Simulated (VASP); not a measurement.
Write the native input for VASP 6.6.1 that does the following.

```
Task                   : single point
Functional             : PBE
Potentials or basis    : VASP PAW PBE potentials, release 64 (Sn_d, Pb_d, O)
Cutoff                 : 520 eV
k mesh                 : 4 × 4 × 2
Occupations            : gaussian, width 0.1 eV
Spin                   : no spin polarisation
Dipole correction      : no
Further INCAR settings : ALGO = Normal; EDIFF = 1e-06; NBANDS = 50
```

The structure of SnPb3O4 lies in POSCAR:

```
SnPb3O4
1.0
    4.0062437574      0.0000000000      0.0000000000
    0.0000000000      4.0062437574      0.0000000000
    0.0000000000      0.0000000000     10.7907025948
Sn Pb O
1 3 4
Direct
    0.5000000000      0.5000000000      0.3918180880
    0.0000000000      0.0000000000      0.1175845595
    0.0000000000      0.0000000000      0.6066697372
    0.5000000000      0.5000000000      0.8937324023
    0.0000000000      0.5000000000      0.0032111373
    0.0000000000      0.5000000000      0.4918864692
    0.5000000000      0.0000000000      0.0032111373
    0.5000000000      0.0000000000      0.4918864692
```

One way to write it, as run:

INCAR

```
PREC = Accurate
ENCUT = 520
EDIFF = 1E-6
ISMEAR = 0
SIGMA = 0.1
LREAL = F
LASPH = T
NELM = 100
ALGO = Normal
ISIF = 2
LWAVE = F
LCHARG = F
GGA = PE
NBANDS = 50
```

KPOINTS

```
regular mesh
0
Gamma
  4 4 2
```

Potentials or basis: VASP PAW PBE potentials, release 64 (Sn_d, Pb_d, O).

Run with:

```console
$ cat potpaw_PBE.64/Sn_d/POTCAR potpaw_PBE.64/Pb_d/POTCAR potpaw_PBE.64/O/POTCAR > POTCAR
$ mpirun -np 1 vasp_std > vasp.out
```

It gave:

```
Pressure               : 0.1 GPa
Largest force          : 0.065 eV/Å
Band gap on the k mesh : 1.45 eV, indirect (least direct gap 1.74 eV)
```

Caveat: spin-orbit coupling is left out, which moves the levels of the heavy elements.

Run time: 2.6 min on 1 thread of Intel(R) Xeon(R) Platinum 8175M CPU @ 2.50GHz (Skylake/Cascade Lake), on a shared host, peak memory 0.31 GiB.
